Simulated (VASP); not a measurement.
# RbTi (CsCl type) (Pm-3m) in VASP: relaxation of cell and atoms with PBEsol

Aim: the relaxation of cell and atoms of RbTi (CsCl type) with PBEsol.

Everything below comes from runs of VASP 6.6.1. Logs are shortened: lines on timing, memory, paths and dates and some standing lists are left out, and cuts for length are marked.

### 1 The cell of the first run

Symmetry: Pm-3m, No. 221, cubic system. The conventional cell has a = 4.006 Å, b = 4.006 Å, c = 4.006 Å, α = 90.00°, β = 90.00°, γ = 90.00°. Within 4.6 Å of Rb (site symmetry m-3m) lie 8 Ti at 3.47 Å and 6 Rb at 4.01 Å. Ti (site symmetry m-3m) has 8 Rb at 3.47 Å and 6 Ti at 4.01 Å within 4.6 Å.

### 2 Relaxation of cell and atoms, PBEsol

Contents of INCAR:

```
SYSTEM = RbTi
PREC = Accurate
ENCUT = 600
EDIFF = 1E-6
ISMEAR = -1
SIGMA = 0.03
LREAL = .False.
LASPH = .True.
NELM = 80
ALGO = Normal
ISIF = 3
LWAVE = .False.
LCHARG = .False.
GGA = PS
IBRION = 2
NSW = 100
EDIFFG = -0.005
```

Contents of KPOINTS:

```
Automatic mesh
0
Gamma
  10 10 10
  0 0 0
```

Contents of POSCAR:

```
RbTi
1.0
    4.0063785807      0.0000000000      0.0000000000
    0.0000000000      4.0063785807      0.0000000000
    0.0000000000      0.0000000000      4.0063785807
Rb Ti
1 1
Direct
    0.0000000000      0.0000000000      0.0000000000
    0.5000000000      0.5000000000      0.5000000000
```

Potentials or basis: VASP PAW PBE potentials, release 64 (Rb_sv, Ti_sv).

Started as:

```sh
cat potpaw_PBE.64/Rb_sv/POTCAR potpaw_PBE.64/Ti_sv/POTCAR > POTCAR
mpirun -np 1 vasp_std > vasp.out
```

OUTCAR:

```text
SYSTEM = RbTi
   PREC = Accurate
   ENCUT = 600
   EDIFF = 1E-6
   ISMEAR = -1
   LREAL = .False.
   LASPH = .True.
   NELM = 80
   ISIF = 3
   GGA = PS
   IBRION = 2
   NSW = 100
   EDIFFG = -0.005

 ion  position               nearest neighbor table
   1  0.000  0.000  0.000-   2 3.47   2 3.47   2 3.47   2 3.47   2 3.47   2 3.47   2 3.47   2 3.47

   2  0.500  0.500  0.500-   1 3.47   1 3.47   1 3.47   1 3.47   1 3.47   1 3.47   1 3.47   1 3.47

  LATTYP: Found a simple cubic cell.
 ALAT       =     4.0063785807

  Lattice vectors:

 A1 = (   4.0063785807,   0.0000000000,   0.0000000000)
 A2 = (   0.0000000000,   4.0063785807,   0.0000000000)
 A3 = (   0.0000000000,   0.0000000000,   4.0063785807)

Analysis of symmetry for initial positions (statically):
=====================================================================
 Subroutine PRICEL returns:
 Original cell was already a primitive cell.

 Routine SETGRP: Setting up the symmetry group for a
 simple cubic supercell.

 Subroutine GETGRP returns: Found 48 space group operations
 (whereof 48 operations were pure point group operations)
 out of a pool of 48 trial point group operations.

The static configuration has the point symmetry O_h .

Analysis of symmetry for dynamics (positions and initial velocities):
=====================================================================
 Subroutine PRICEL returns:
 Original cell was already a primitive cell.

 Routine SETGRP: Setting up the symmetry group for a
 simple cubic supercell.

 Subroutine GETGRP returns: Found 48 space group operations
 (whereof 48 operations were pure point group operations)
 out of a pool of 48 trial point group operations.

The dynamic configuration has the point symmetry O_h .

 Subroutine INISYM returns: Found 48 space group operations
 (whereof 48 operations are pure point group operations),
 and found     1 'primitive' translations

----------------------------------------------------------------------------------------

                                     Primitive cell

  volume of cell :      64.3067

  direct lattice vectors                    reciprocal lattice vectors
     4.006378581  0.000000000  0.000000000     0.249601973  0.000000000  0.000000000
     0.000000000  4.006378581  0.000000000     0.000000000  0.249601973  0.000000000
     0.000000000  0.000000000  4.006378581     0.000000000  0.000000000  0.249601973

  length of vectors
     4.006378581  4.006378581  4.006378581     0.249601973  0.249601973  0.249601973

  position of ions in fractional coordinates (direct lattice)
     0.000000000  0.000000000  0.000000000
     0.500000000  0.500000000  0.500000000

  ion indices of the primitive-cell ions
   primitive index   ion index
                 1           1
                 2           2

----------------------------------------------------------------------------------------

 KPOINTS: Automatic mesh

Automatic generation of k-mesh.
 Grid dimensions read from file:
 generate k-points for:   10   10   10

 Generating k-lattice:

  Cartesian coordinates                     Fractional coordinates (reciprocal lattice)
     0.024960197  0.000000000  0.000000000     0.100000000  0.000000000  0.000000000
     0.000000000  0.024960197  0.000000000     0.000000000  0.100000000  0.000000000
     0.000000000  0.000000000  0.024960197     0.000000000  0.000000000  0.100000000

  Length of vectors
     0.024960197  0.024960197  0.024960197

  Shift w.r.t. Gamma in fractional coordinates (k-lattice)
     0.000000000  0.000000000  0.000000000

 Subroutine IBZKPT returns following result:
 ===========================================

 Found     56 irreducible k-points:

 Following reciprocal coordinates:
            Coordinates               Weight
  0.000000  0.000000  0.000000      1.000000
  0.100000  0.000000  0.000000      6.000000
  0.200000  0.000000  0.000000      6.000000
  0.300000  0.000000  0.000000      6.000000
  0.400000  0.000000  0.000000      6.000000
  0.500000  0.000000  0.000000      3.000000
[... 16 lines left out ...]
  0.200000  0.100000  0.100000     24.000000
  0.300000  0.100000  0.100000     24.000000
 [... further k-points ...]
   k-points           NKPTS =     56   k-points in BZ     NKDIM =     56   number of bands    NBANDS=     14
   number of dos      NEDOS =    301   number of ions     NIONS =      2
   total plane-waves  NPLWV =  32768
   dimension x,y,z NGX =    32 NGY =   32 NGZ =   32
   dimension x,y,z NGXF=    64 NGYF=   64 NGZF=   64
   ions per type =               1   1
   NGX,Y,Z   is equivalent  to a cutoff of  13.28, 13.28, 13.28 a.u.
   NGXF,Y,Z  is equivalent  to a cutoff of  26.56, 26.56, 26.56 a.u.
 SYSTEM =  RbTi
   PREC   = accura    normal or accurate (medium, high low for compatibility)
   ISTART =      0    job   : 0-new  1-cont  2-samecut
   ICHARG =      2    charge: 1-file 2-atom 10-const
   ISPIN  =      1    spin polarized calculation?
   LNONCOLLINEAR =      F non collinear calculations
   LSORBIT =      F    spin-orbit coupling
   LASPH  =      T    aspherical Exc in radial PAW
   ENCUT  =  600.0 eV  44.10 Ry    6.64 a.u.   8.00  8.00  8.00*2*pi/ulx,y,z
   NELM   =     80;   NELMIN=  2; NELMDL= -5     # of ELM steps
   EDIFF  = 0.1E-05   stopping-criterion for ELM
   LREAL  =      F    real-space projection
   EDIFFG = -.5E-02   stopping-criterion for IOM
   NSW    =    100    number of steps for IOM
   IBRION =      2    ionic relax: 0-MD 1-quasi-New 2-CG
   NFREE  =      1    steps in history (QN), initial steepest desc. (CG)
   ISIF   =      3    stress and relaxation
   ISYM   =      2    0-nonsym 1-usesym 2-fastsym
   POTIM  = 0.5000    time-step for ionic-motion
   TEBEG  =    0.0;   TEEND  =   0.0 temperature during run
   PSTRESS=    0.0 pullay stress
   NELECT =      21.0000    total number of electrons
   NUPDOWN=      -1.0000    fix difference up-down
   EMIN   =  10.00;   EMAX   =-10.00  energy-range for DOS
   EFERMI =   0.00;   METHOD = LEGACY
   ISMEAR =    -1;   SIGMA  =   0.03  broadening in eV -4-tet -1-fermi 0-gaus
   EFERMI_NEDOS =   21; number of points for ismear=-14 and -15
   IALGO  =     38    algorithm
   IMIX   =      4    mixing-type and parameters
     AMIX     =   0.40;   BMIX     =  1.00
     AMIX_MAG =   1.60;   BMIX_MAG =  1.00
  volume/ion in A,a.u.               =      32.15       216.98
  Fermi-wavevector in a.u.,A,eV,Ry     =   1.127360  2.130401 17.292195  1.270941
  Thomas-Fermi vector in A             =   2.264046
   LORBIT       =      0    0 simple, 1 ext, 2 COOP (PROOUT), +10 PAW based schemes
   GGA     = PS    functional components
   LHFCALC =     F    Hartree Fock is set to
   AEXX    =    0.0000 exact exchange contribution
   IVDW    =     0    specifies the selected vdW correction
   LEPSILON=     F    determine dielectric tensor
   LRPA    =     F    only Hartree local field effects (RPA)
 conjugate gradient relaxation of ions
 non-spin polarized calculation
  energy-cutoff  :      600.00
  volume of cell :       64.31
 maximum number of plane-waves:      2184
   NGX = 17   NGY = 17   NGZ = 17

--------------------------------------- Ionic step        1  -------------------------------------------

 number of electron      20.9999995 magnetization

 Free energy of the ion-electron system (eV)
  ---------------------------------------------------
  ext. energy  EPLUGINS =         0.00000000
  ---------------------------------------------------
  free energy    TOTEN  =        -5.51598815 eV

  energy without entropy =       -5.50774875  energy(sigma->0) =       -5.51186845

------------------------ aborting loop because EDIFF is reached ----------------------------------------

  FORCE on cell =-STRESS in cart. coord.  units (eV):
  Direction    XX          YY          ZZ          XY          YZ          ZX
  --------------------------------------------------------------------------------------
  -------------------------------------------------------------------------------------
  Total        0.0325482      0.0325482      0.0325482      0.0000000     -0.0000000     -0.0000000
  in kB        0.8109255      0.8109255      0.8109255      0.0000000     -0.0000000     -0.0000000
  external PRESSURE =       0.8109255 kB  Pullay stress =       0.0000000 kB
[... 57 lines left out ...]
  energy  without entropy=       -5.5077835156  energy(sigma->0) =       -5.51191418

--------------------------------------- Ionic step        3  -------------------------------------------

 number of electron      20.9999996 magnetization

 Free energy of the ion-electron system (eV)
  ---------------------------------------------------
  ext. energy  EPLUGINS =         0.00000000
  ---------------------------------------------------
  free energy    TOTEN  =        -5.51606620 eV

  energy without entropy =       -5.50778048  energy(sigma->0) =       -5.51192334

 E-fermi :   2.9477     XC(G=0):  -8.8915

 val. band max:        2.8846534946   @ k =   0.3000   0.3000   0.3000
 cond. band min:       2.9485761952   @ k =   0.5000   0.3000   0.3000
 fundamental gap:      0.0639227006
 Fermi energy:         2.9476850370

 k-point     1 :       0.0000    0.0000    0.0000
  band No.  band energies     occupation
      1     -54.4906      2.00000
      2     -30.8322      2.00000
      3     -30.8322      2.00000
      4     -30.8322      2.00000
      5     -24.2901      2.00000
      6      -8.3093      2.00000
      7      -8.3093      2.00000
      8      -8.3093      2.00000
      9      -0.6949      2.00000
     10       2.1666      2.00000
     11       2.1666      2.00000
     12       3.5676      0.00000
     13       3.5676      0.00000
     14       3.5676      0.00000
[... 375 lines left out ...]
 k-point    24 :       0.3000    0.1000    0.1000
  band No.  band energies     occupation
      1     -54.4902      2.00000
      2     -30.8394      2.00000
      3     -30.8326      2.00000
      4     -30.8325      2.00000
      5     -24.2626      2.00000
      6      -8.6788      2.00000
      7      -8.3333      2.00000
      8      -8.3254      2.00000
      9       0.6940      2.00000
     10       2.5195      2.00000
     11       2.6159      1.99997
     12       3.3942      0.00000
     13       3.4123      0.00000
     14       3.5658      0.00000

 [... further k-points ...]
[... 5 lines left out ...]
  --------------------------------------------------------------------------------------
  -------------------------------------------------------------------------------------
  Total        0.0028566      0.0028566      0.0028566     -0.0000000      0.0000000     -0.0000000
  in kB        0.0708265      0.0708265      0.0708265     -0.0000000      0.0000000     -0.0000000
  external PRESSURE =       0.0708265 kB  Pullay stress =       0.0000000 kB
[... 17 lines left out ...]
  FREE ENERGIE OF THE ION-ELECTRON SYSTEM (eV)
  ---------------------------------------------------
  free  energy   TOTEN  =        -5.5160661992 eV

  energy  without entropy=       -5.5077804772  energy(sigma->0) =       -5.51192334

 reached required accuracy - stopping structural energy minimisation
```

Wall time 2.8 min (1 thread of AMD EPYC 7R13 (Zen 3), shared host); peak memory 0.2 GiB.

Results:

```yaml
Free_energy: -5.5161 eV
Relaxed_volume: 32.31 Å³/atom
Relaxed_cell: a = 4.013 Å, b = 4.013 Å, c = 4.013 Å, α = 90.00°, β = 90.00°, γ = 90.00°
Space_group_after_relaxing_to_0.05_Å: Pm-3m (No. 221)
Energy_gained_by_relaxing: 0.0 meV/atom
Ionic_steps: 3
Pressure_after_relaxing: 0.0 GPa
```

Final structure:
```xyz
2
Lattice="4.0129 0.0000 0.0000 0.0000 4.0129 0.0000 0.0000 0.0000 4.0129" Properties=species:S:1:pos:R:3 pbc="T T T"
Rb    0.0000    0.0000    0.0000
Ti    2.0064    2.0064    2.0064
```

Caveat: the PAW data sets were made with another functional, which shifts forces and pressure a little.
